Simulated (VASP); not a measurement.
A run of VASP 6.6.1 is set up as follows.

INCAR

```
PREC = Accurate
ENCUT = 520
EDIFF = 1E-7
ISMEAR = 0
SIGMA = 0.05
LREAL = Auto
LASPH = True
NELM = 100
ALGO = Normal
ISIF = 2
LWAVE = False
LCHARG = True
GGA = PE
LELF = True
LVHAR = True
NBANDS = 57
```

KPOINTS

```
regular mesh
0
Gamma
  2 2 1
```

Contents of POSCAR:

```
C19O
1.0
    7.3980000000      0.0000000000      0.0000000000
   -3.6990000000      6.4068560000      0.0000000000
    0.0000000000      0.0000000000     13.0000000000
C O
19 1
Direct
   -0.0011441276     -0.0012498952      0.0620487436
    0.2237045373      0.1111529425      0.0620225545
    0.0010972647      0.3337859444      0.0620856782
    0.2214683494      0.4439726539      0.0620906423
    0.0005738695      0.6648831770      0.0620836406
    0.2219968629      0.7755993202      0.0620709298
    0.3344138946      0.0004745081      0.0620211688
    0.5547678126      0.1106276688      0.0620573201
    0.3338923989      0.3315041778      0.0620588340
    0.5552997993      0.4422155794      0.0620793862
    0.3321617991      0.6653881946      0.0621012641
    0.5570576207      0.7778369766      0.0621040282
    0.6672391771     -0.0017973241      0.0620857109
    0.8886541160      0.1089018829      0.0620740261
    0.6654782884      0.3320300356      0.0620788299
    0.8903764700      0.4444834184      0.0620877024
    0.6677489949      0.6671129966      0.0620929769
    0.8881256545      0.7773342518      0.0620549136
    0.0756089848      0.8319383181      0.3436329542
   -0.0180192672      0.6853972727      0.3913767957
```

Potentials or basis: VASP PAW PBE potentials, release 64 (C, O).

Command:

```sh
$ cat potpaw_PBE.64/C/POTCAR potpaw_PBE.64/O/POTCAR > POTCAR
$ mpirun -np 1 vasp_std > vasp.out
```

Q: What does it give for the band gap on the k mesh?

A: 0.22 eV.

Q: Estimate the largest force.

A: 0.910 eV/Å.

Forces on the atoms (eV/Å):
```
C    0.009  0.002 -0.002
C   -0.001 -0.002 -0.006
C    0.000 -0.004  0.002
C    0.007  0.002  0.003
C   -0.002  0.005 -0.002
C   -0.002  0.004  0.006
C   -0.005 -0.009  0.001
C    0.006  0.003  0.002
C   -0.003  0.011 -0.001
C   -0.007  0.002  0.000
C    0.011  0.000 -0.002
C   -0.003 -0.010  0.000
C   -0.010  0.005  0.001
C   -0.006  0.006  0.000
C    0.008  0.007 -0.003
C   -0.002 -0.007  0.003
C   -0.007 -0.010  0.003
C    0.010  0.000  0.001
C    0.118  0.747 -0.502
O   -0.121 -0.753  0.497
```

Caveat: the k points lie up to 0.49 Å⁻¹ apart.
